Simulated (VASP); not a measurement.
Set up this calculation in VASP 6.6.1, as the native input.

| Quantity | Value |
| --- | --- |
| Task | single point |
| Functional | LDA |
| Potentials or basis | VASP PAW LDA potentials, release 64 (Cd) |
| Cutoff | 520 eV |
| k mesh | 13 × 13 × 6 |
| Occupations | methfessel-paxton, width 1 eV |
| Spin | no spin polarisation |
| Dipole correction | no |
| Further INCAR settings | ALGO = Normal; EDIFF = 1e-06; NBANDS = 19 |

The structure of Cd lies in POSCAR:

```
Cd
1.0
    2.8818641727      0.0000000000      0.0000000000
   -1.4409320863      2.4957675838      0.0000000000
    0.0000000000      0.0000000000      5.6383707528
Cd
2
Direct
    0.3333333333      0.6666666667      0.2500000000
    0.6666666667      0.3333333333      0.7500000000
```

These files were run (other wordings do the same):

INCAR

```
SYSTEM = Cd
  PREC = Accurate
  ENCUT = 520
  EDIFF = 1E-6
  ISMEAR = 1
  SIGMA = 1.0
  LREAL = .False.
  LASPH = .True.
  NELM = 80
  ALGO = Normal
  ISIF = 2
  LWAVE = .False.
  LCHARG = .False.
  NBANDS = 19
```

KPOINTS

```
regular mesh
0
Gamma
  13 13 6
  0 0 0
```

Potentials or basis: VASP PAW LDA potentials, release 64 (Cd).

Run with:

```bash
$ cat potpaw_LDA.64/Cd/POTCAR > POTCAR
$ mpirun -np 1 vasp_std > vasp.out
```

It gave:

```json
{
 "Pressure": "0.7 GPa",
 "Band gap on the k mesh": "zero (bands 12 and 13 overlap by 4.69 eV)"
}
```

Caveat: so wide a smearing shifts energies and pressures.

Wall time 58 s on 1 thread of AMD EPYC 7R13, with other jobs on the host, peak memory 0.15 GiB.
